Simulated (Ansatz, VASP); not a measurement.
KF: VASP beside Ansatz

Contents of POSCAR:

```
KF
1.0
    0.0000000000      2.6047736200      2.6047736200
    2.6047736200      0.0000000000      2.6047736200
    2.6047736200      2.6047736200      0.0000000000
K F
1 1
Direct
    0.0000000000      0.0000000000      0.0000000000
    0.5000000000      0.5000000000      0.5000000000
```

File INCAR.step1:

```
SYSTEM = KF
PREC = Accurate
ENCUT = 520
ISMEAR = -1
SIGMA = 0.02
LREAL = .FALSE.
LASPH = .TRUE.
NELM = 100
GGA = PE
ALGO = Normal
EDIFF = 1E-4
LWAVE = .TRUE.
LCHARG = .FALSE.
```

The input INCAR.step2:

```
SYSTEM = KF
PREC = Accurate
ENCUT = 520
EDIFF = 1E-6
ISMEAR = -1
SIGMA = 0.02
LREAL = .FALSE.
LASPH = .TRUE.
NELM = 100
ALGO = Normal
ISIF = 2
LWAVE = .FALSE.
LCHARG = .FALSE.
METAGGA = R2SCAN
LMIXTAU = .TRUE.
IBRION = 2
NSW = 50
EDIFFG = -0.01
ISTART = 1
```

KPOINTS

```
Automatic mesh
0
G
  10 10 10
  0 0 0
```

Input for Ansatz:

```yaml
crystal:
  lattice:
    - [0.0, 2.60477362, 2.60477362]
    - [2.60477362, 0.0, 2.60477362]
    - [2.60477362, 2.60477362, 0.0]
  atoms:
    - { symbol: K, position: [0.0, 0.0, 0.0] }
    - { symbol: F, position: [0.5, 0.5, 0.5] }
  symmetry: { tolerance: 0.0003 }
hamiltonian:
  xc: r2scan
  pseudopotentials: { kind: paw, azcp: { folder: soft_1 } }
basis:
  ecutwfc: 500
magnetization:
  spin_polarized: false
scf:
  occupations: { method: fermi_dirac, width: 0.02 }
kpoints:
  mp_grid: { grid: [10, 10, 10], shift: [0, 0, 0] }
  band_path:
    path:
      - [0.0, 0.0, 0.0]
      - [0.5, 0.0, 0.5]
      - [0.625, 0.25, 0.625]
      - [0.375, 0.375, 0.75]
      - [0.0, 0.0, 0.0]
      - [0.5, 0.5, 0.5]
      - [0.5, 0.25, 0.75]
      - [0.5, 0.0, 0.5]
    npoints: 10
output:
  forces: true
  stress: true
  eigenvalues: true
  write_potential: true
  elf: true
  volumetric_format: npy
  dos: { e_range: [-12, 8], de: 0.05 }
relax:
  max_steps: 30
```

Alike in both runs: task relaxation of the atoms; functional r2SCAN; k mesh 10 × 10 × 10; occupations fermi-dirac, width 0.02 eV; no spin polarisation.

|  | VASP | Ansatz |
| --- | --- | --- |
| version | VASP 6.6.1 | Ansatz 0.2.0 |
| potentials or method | VASP PAW PBE potentials, release 64 (K_sv, F), cutoff 520 eV | PAW plane waves |
| valence electrons in the cell | 16 | 16 |

|  | VASP | Ansatz | Ansatz less VASP |
| --- | --- | --- | --- |
| gap on the k mesh at the Fermi level, each at its own relaxed structure (eV) | 7.26 | 7.26 | +0.005 |

VASP's potentials were made for PBE, not for r2SCAN. Ansatz's warnings: stress scf threshold loose.

Noted on VASP's run: the relaxation stopped at its first step, so nothing moved.
